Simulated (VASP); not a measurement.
# WC (P-6m2) in VASP: notebook

WC is run at these levels: PBEsol; tasks: electric field gradients.

Everything below comes from runs of VASP 6.6.1. Logs are shortened: lines on timing, memory, paths and dates and some standing lists are left out, and cuts for length are marked.

## (1) The cell of the first run

Symmetry: P-6m2, No. 187, hexagonal system. The conventional cell has a = 2.901 Å, b = 2.901 Å, c = 2.857 Å, α = 90.00°, β = 90.00°, γ = 120.00°. W (site symmetry -6m2) has 6 C at 2.20 Å and 8 W at 2.86 to 2.90 Å within 3.0 Å. Within 3.0 Å of C (site symmetry -6m2) lie 6 W at 2.20 Å and 8 C at 2.86 to 2.90 Å.

## (2) Electric field gradients, PBEsol (zz strain of +1 %)

Contents of INCAR:

```
SYSTEM = WC
ALGO = Normal
EDIFF = 1E-8
ENCUT = 910
GGA = PS
GGA_COMPAT = .False.
ISIF = 2
ISMEAR = -1
LASPH = .True.
LCHARG = .False.
LEFG = .True.
LREAL = .False.
LWAVE = .False.
NBANDS = 16
NELM = 120
PREC = Accurate
SIGMA = 0.05
```

Contents of KPOINTS:

```
k-points
0
Gamma
  13 13 12
  0 0 0
```

Contents of POSCAR:

```
WC
1.0
    2.9005014360      0.0000000000      0.0000000000
   -1.4502507180      2.5119079273      0.0000000000
    0.0000000000      0.0000000000      2.8572900000
W C
1 1
Direct
    0.0000000000      0.0000000000      0.0000000000
    0.6666666667      0.3333333333      0.5000000000
```

Potentials or basis: VASP PAW PBE potentials, release 64 (W_sv, C_h).

On the command line:

```sh
$ cat potpaw_PBE.64/W_sv/POTCAR potpaw_PBE.64/C_h/POTCAR > POTCAR
$ mpirun -np 1 vasp_std > vasp.out
```

OUTCAR:

```text
SYSTEM = WC
   EDIFF = 1E-8
   ENCUT = 910
   GGA = PS
   ISIF = 2
   ISMEAR = -1
   LASPH = .True.
   LREAL = .False.
   NELM = 120
   PREC = Accurate

 ion  position               nearest neighbor table
   1  0.000  0.000  0.000-   2 2.20   2 2.20   2 2.20   2 2.20   2 2.20   2 2.20
   2  0.667  0.333  0.500-   1 2.20   1 2.20   1 2.20   1 2.20   1 2.20   1 2.20

  LATTYP: Found a hexagonal cell.
 ALAT       =     2.9005014360
 C/A-ratio  =     0.9851020808

  Lattice vectors:

 A1 = (   2.9005014360,   0.0000000000,   0.0000000000)
 A2 = (  -1.4502507180,   2.5119079273,   0.0000000000)
 A3 = (   0.0000000000,   0.0000000000,   2.8572900000)

Analysis of symmetry for initial positions (statically):
=====================================================================
 Subroutine PRICEL returns:
 Original cell was already a primitive cell.

 Routine SETGRP: Setting up the symmetry group for a
 hexagonal supercell.

 Subroutine GETGRP returns: Found 12 space group operations
 (whereof 12 operations were pure point group operations)
 out of a pool of 24 trial point group operations.

The static configuration has the point symmetry D_3h.

Analysis of symmetry for dynamics (positions and initial velocities):
=====================================================================
 Subroutine PRICEL returns:
 Original cell was already a primitive cell.

 Routine SETGRP: Setting up the symmetry group for a
 hexagonal supercell.

 Subroutine GETGRP returns: Found 12 space group operations
 (whereof 12 operations were pure point group operations)
 out of a pool of 24 trial point group operations.

The dynamic configuration has the point symmetry D_3h.

 Subroutine INISYM returns: Found 12 space group operations
 (whereof 12 operations are pure point group operations),
 and found     1 'primitive' translations

----------------------------------------------------------------------------------------

                                     Primitive cell

  volume of cell :      20.8176

  direct lattice vectors                    reciprocal lattice vectors
     2.900501436  0.000000000  0.000000000     0.344767973  0.199051882  0.000000000
    -1.450250718  2.511907927  0.000000000     0.000000000  0.398103764  0.000000000
     0.000000000  0.000000000  2.857290000     0.000000000  0.000000000  0.349981976

  length of vectors
     2.900501436  2.900501436  2.857290000     0.398103764  0.398103764  0.349981976

  position of ions in fractional coordinates (direct lattice)
     0.000000000  0.000000000  0.000000000
     0.666666667  0.333333333  0.500000000

  ion indices of the primitive-cell ions
   primitive index   ion index
                 1           1
                 2           2

----------------------------------------------------------------------------------------

 KPOINTS: k-points

Automatic generation of k-mesh.
 Grid dimensions read from file:
 generate k-points for:   13   13   12

 Generating k-lattice:

  Cartesian coordinates                     Fractional coordinates (reciprocal lattice)
     0.026520613  0.015311683  0.000000000     0.076923077 -0.000000000  0.000000000
     0.000000000  0.030623366  0.000000000     0.000000000  0.076923077  0.000000000
     0.000000000  0.000000000  0.029165165     0.000000000  0.000000000  0.083333333

  Length of vectors
     0.030623366  0.030623366  0.029165165

  Shift w.r.t. Gamma in fractional coordinates (k-lattice)
     0.000000000  0.000000000  0.000000000

 Subroutine IBZKPT returns following result:
 ===========================================

 Found    147 irreducible k-points:

 Following reciprocal coordinates:
            Coordinates               Weight
  0.000000  0.000000  0.000000      1.000000
  0.076923 -0.000000  0.000000      6.000000
  0.153846  0.000000  0.000000      6.000000
  0.230769  0.000000  0.000000      6.000000
  0.307692  0.000000  0.000000      6.000000
  0.384615  0.000000  0.000000      6.000000
[... 16 lines left out ...]
  0.076923 -0.000000  0.083333     12.000000
  0.153846  0.000000  0.083333     12.000000
 [... further k-points ...]
   k-points           NKPTS =    147   k-points in BZ     NKDIM =    147   number of bands    NBANDS=     16
   number of dos      NEDOS =    301   number of ions     NIONS =      2
   total plane-waves  NPLWV =  25200
   dimension x,y,z NGX =    30 NGY =   30 NGZ =   28
   dimension x,y,z NGXF=    60 NGYF=   60 NGZF=   56
   ions per type =               1   1
   NGX,Y,Z   is equivalent  to a cutoff of  17.19, 17.19, 16.29 a.u.
   NGXF,Y,Z  is equivalent  to a cutoff of  34.39, 34.39, 32.58 a.u.
 SYSTEM =  WC
   PREC   = accura    normal or accurate (medium, high low for compatibility)
   ISTART =      0    job   : 0-new  1-cont  2-samecut
   ICHARG =      2    charge: 1-file 2-atom 10-const
   ISPIN  =      1    spin polarized calculation?
   LNONCOLLINEAR =      F non collinear calculations
   LSORBIT =      F    spin-orbit coupling
   LASPH  =      T    aspherical Exc in radial PAW
   ENCUT  =  910.0 eV  66.88 Ry    8.18 a.u.   7.13  7.13  7.03*2*pi/ulx,y,z
   NELM   =    120;   NELMIN=  2; NELMDL= -5     # of ELM steps
   EDIFF  = 0.1E-07   stopping-criterion for ELM
   LREAL  =      F    real-space projection
   EDIFFG = 0.1E-06   stopping-criterion for IOM
   NSW    =      0    number of steps for IOM
   IBRION =     -1    ionic relax: 0-MD 1-quasi-New 2-CG
   NFREE  =      0    steps in history (QN), initial steepest desc. (CG)
   ISIF   =      2    stress and relaxation
   ISYM   =      2    0-nonsym 1-usesym 2-fastsym
   POTIM  = 0.5000    time-step for ionic-motion
   TEBEG  =    0.0;   TEEND  =   0.0 temperature during run
   PSTRESS=    0.0 pullay stress
   NELECT =      18.0000    total number of electrons
   NUPDOWN=      -1.0000    fix difference up-down
   EMIN   =  10.00;   EMAX   =-10.00  energy-range for DOS
   EFERMI =   0.00;   METHOD = LEGACY
   ISMEAR =    -1;   SIGMA  =   0.05  broadening in eV -4-tet -1-fermi 0-gaus
   EFERMI_NEDOS =   21; number of points for ismear=-14 and -15
   IALGO  =     38    algorithm
   IMIX   =      4    mixing-type and parameters
     AMIX     =   0.40;   BMIX     =  1.00
     AMIX_MAG =   1.60;   BMIX_MAG =  1.00
  volume/ion in A,a.u.               =      10.41        70.24
  Fermi-wavevector in a.u.,A,eV,Ry     =   1.559631  2.947276 33.095491  2.432450
  Thomas-Fermi vector in A             =   2.662961
   LORBIT       =      0    0 simple, 1 ext, 2 COOP (PROOUT), +10 PAW based schemes
   GGA     = PS    functional components
   LHFCALC =     F    Hartree Fock is set to
   AEXX    =    0.0000 exact exchange contribution
   IVDW    =     0    specifies the selected vdW correction
   LEPSILON=     F    determine dielectric tensor
   LRPA    =     F    only Hartree local field effects (RPA)
 non-spin polarized calculation
  energy-cutoff  :      910.00
  volume of cell :       20.82
 maximum number of plane-waves:      1314
 NGX is ok and might be reduce to    30
   NGX = 15   NGY = 15   NGZ = 15

 number of electron      18.0000001 magnetization

 Free energy of the ion-electron system (eV)
  ---------------------------------------------------
  ext. energy  EPLUGINS =         0.00000000
  ---------------------------------------------------
  free energy    TOTEN  =       -23.90243339 eV

  energy without entropy =      -23.89944026  energy(sigma->0) =      -23.90093682

 E-fermi :  11.2237     XC(G=0): -13.9515

 val. band max:       11.2200083126   @ k =   0.0769   0.0769   0.5000
 cond. band min:      11.2248847075   @ k =   0.0769   0.0769   0.4167
 fundamental gap:      0.0048763949
 Fermi energy:        11.2237400068

 k-point     1 :       0.0000    0.0000    0.0000
  band No.  band energies     occupation
      1     -62.7269      2.00000
      2     -26.7332      2.00000
      3     -26.5979      2.00000
      4     -26.5979      2.00000
      5      -3.1826      2.00000
      6       6.8909      2.00000
[... 8 lines left out ...]
     15      25.4308      0.00000
     16      27.9572      0.00000
[... 419 lines left out ...]
 k-point    24 :       0.1538    0.0000    0.0833
  band No.  band energies     occupation
      1     -62.7115      2.00000
      2     -26.7829      2.00000
      3     -26.7550      2.00000
      4     -26.6363      2.00000
      5      -2.4252      2.00000
      6       6.7553      2.00000
[... 8 lines left out ...]
     15      24.7420      0.00000
     16      29.1059      0.00000

 [... further k-points ...]

------------------------ aborting loop because EDIFF is reached ----------------------------------------

  FORCE on cell =-STRESS in cart. coord.  units (eV):
  Direction    XX          YY          ZZ          XY          YZ          ZX
  --------------------------------------------------------------------------------------
  -------------------------------------------------------------------------------------
  Total       -0.1865473     -0.1865473     -1.2017020      0.0000000      0.0000000      0.0000000
  in kB      -14.3571556    -14.3571556    -92.4860511      0.0000000      0.0000000      0.0000000
  external PRESSURE =     -40.4001207 kB  Pullay stress =       0.0000000 kB

 VOLUME and BASIS-vectors are now :
 -----------------------------------------------------------------------------
  energy-cutoff  :      910.00
  volume of cell :       20.82
      direct lattice vectors                 reciprocal lattice vectors
     2.900501436  0.000000000  0.000000000     0.344767973  0.199051882  0.000000000
    -1.450250718  2.511907927  0.000000000     0.000000000  0.398103764  0.000000000
     0.000000000  0.000000000  2.857290000     0.000000000  0.000000000  0.349981976

 POSITION                                       TOTAL-FORCE (eV/Angst)
 -----------------------------------------------------------------------------------
      0.00000      0.00000      0.00000        -0.000000      0.000000      0.000000
      1.45025      0.83730      1.42864         0.000000     -0.000000      0.000000
 -----------------------------------------------------------------------------------
    total drift:                               -0.000000      0.000000      0.000000

  FREE ENERGIE OF THE ION-ELECTRON SYSTEM (eV)
  ---------------------------------------------------
  free  energy   TOTEN  =       -23.9024333915 eV

  energy  without entropy=      -23.8994402553  energy(sigma->0) =      -23.90093682

 Electric field gradients (V/A^2)
---------------------------------------------------------------------
 ion       V_xx      V_yy      V_zz      V_xy      V_xz      V_yz
---------------------------------------------------------------------
   1      61.634    61.634  -123.268    -0.000     0.000    -0.000
   2      -0.166    -0.166     0.331     0.000     0.000    -0.000
---------------------------------------------------------------------

 Electric field gradients after diagonalization (V/A^2)
 (convention: |V_zz| > |V_xx| > |V_yy|)
----------------------------------------------------------------------
 ion       V_xx      V_yy      V_zz     asymmetry (V_yy - V_xx)/ V_zz
----------------------------------------------------------------------
   1      61.634    61.634  -123.268       0.000
   2      -0.166    -0.166     0.331       0.001
----------------------------------------------------------------------

           NMR quadrupolar parameters

 Cq : quadrupolar parameter    Cq=e*Q*V_zz/h
 eta: asymmetry parameters     (V_yy - V_xx)/ V_zz
 Q  : nuclear electric quadrupole moment in mb (millibarn)
----------------------------------------------------------------------
 ion       Cq(MHz)       eta       Q (mb)
----------------------------------------------------------------------
   1      -0.298       0.000       1.000
   2       0.001       0.001       1.000
----------------------------------------------------------------------
```

Run time: 67 s. Hardware: 1 thread of AMD EPYC 7R13 (Zen 3), shared host; peak memory 0.23 GiB.

Results:

```
Free energy                             : -23.9024 eV
Pressure                                : -4.0 GPa
Band gap on the k mesh                  : zero (bands 9 and 10 overlap by 1.26 eV)
Largest electric field gradient by atom : W -123.3; C +0.3 V/Å²
```

Electric field gradients, principal values (V/Å²):
```csv
atom,least,middle,greatest (by size)
1 W,61.634,61.634,-123.268
2 C,-0.166,-0.166,0.331
```

Caveat: the cell differs from its parent crystal (zz strain of +1 %); the cutoff is under 1.25 times the usual one of these potentials, so pressure, stress and relaxed cells hold a basis-set (Pulay) error; the cell stands under tension; without QUAD_EFG the Cq values of the log hold for a quadrupole moment of 1 mb, not for the nuclei; the PAW data sets were made with another functional, which shifts forces and pressure a little; spin-orbit coupling is left out, which moves the levels of the heavy elements.

(Continued in part 2 of 3.)
